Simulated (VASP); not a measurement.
Write the native input for VASP 6.6.1 that does the following.

```
Task                   : single point
Functional             : PBE
Potentials or basis    : VASP PAW PBE potentials, release 64 (Pb_d)
Cutoff                 : 520 eV
k mesh                 : 16 × 16 × 16
Occupations            : gaussian, width 0.15 eV
Spin                   : no spin polarisation
Dipole correction      : no
Further INCAR settings : ALGO = Fast; EDIFF = 1e-07; NBANDS = 13
```

The structure of Pb lies in POSCAR:

```
Pb
1.0
    0.0000000000      2.6673840000      2.3710080000
    2.6673840000      0.0000000000      2.3710080000
    2.6673840000      2.6673840000      0.0000000000
Pb
1
Direct
    0.0000000000      0.0000000000      0.0000000000
```

This cell differs from its parent crystal: strain +0.080 along x and y, -0.040 along z.

The input as run:

INCAR

```
ALGO = Fast
EDIFF = 1E-7
ENCUT = 520
GGA = PE
ISIF = 2
ISMEAR = 0
LASPH = T
LCHARG = T
LELF = T
LREAL = F
LVHAR = T
LWAVE = F
NBANDS = 13
NELM = 60
PREC = Accurate
SIGMA = 0.15
```

KPOINTS

```
k-points
0
Gamma
  16 16 16
```

Potentials or basis: VASP PAW PBE potentials, release 64 (Pb_d).

The run is started by

```sh
$ cat potpaw_PBE.64/Pb_d/POTCAR > POTCAR
$ mpirun -np 1 vasp_std > vasp.out
```

It gave:

The pressure is -1.9 GPa. The band gap on the k mesh is zero (band 7 reaches 12.64 eV, above the bottom of band 8 at 4.55 eV).

Caveat: the cell differs from its parent crystal (strain +0.080 along x and y, -0.040 along z); spin-orbit coupling is left out, which moves the levels of the heavy elements.

It took 2.3 min on 1 thread of Intel Xeon 6975P-C, with other jobs on the host, peak memory 0.27 GiB.
